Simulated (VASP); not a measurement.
## AgI: single point with LDA

AgI:

```
Ag I
1.0
     0.00000    3.12920    3.12920
     3.12920    0.00000    3.12920
     3.12920    3.12920    0.00000
Ag I
1 1
Direct
  0.00000 0.00000 0.00000
  0.75000 0.75000 0.75000
```

```json
{
  "Program": "VASP 6.6.1",
  "Task": "single point",
  "Functional": "LDA",
  "Potentials or basis": "VASP PAW LDA potentials, release 64 (Ag, I)",
  "Cutoff": "500 eV",
  "k mesh": "6 × 6 × 6",
  "Occupations": "gaussian, width 0.01 eV",
  "Spin": "no spin polarisation"
}
```

- Pressure: 2.0 GPa
- Band gap on the k mesh: 1.10 eV, direct

Levels at points of the mesh, in eV from the valence-band top:
```csv
k point,band 6,band 7,band 8,band 9,band 10,band 11,band 12,band 13
"(0.00, 0.00, 0.00)",-3.67,0.00,0.00,0.00,1.10,5.43,5.43,5.43
"(0.50, 0.00, 0.00)",-3.63,-3.48,-0.91,-0.91,2.50,5.97,5.97,7.13
"(0.50, 0.50, 0.00)",-3.53,-3.12,-2.22,-2.22,3.11,3.63,8.68,9.88
```

Run time: 11 s on 1 thread of Intel(R) Xeon(R) Platinum 8375C CPU @ 2.90GHz (Ice Lake) (shared host), peak memory 0.15 GiB.

Caveat: spin-orbit coupling is left out, which moves the levels of the heavy elements.
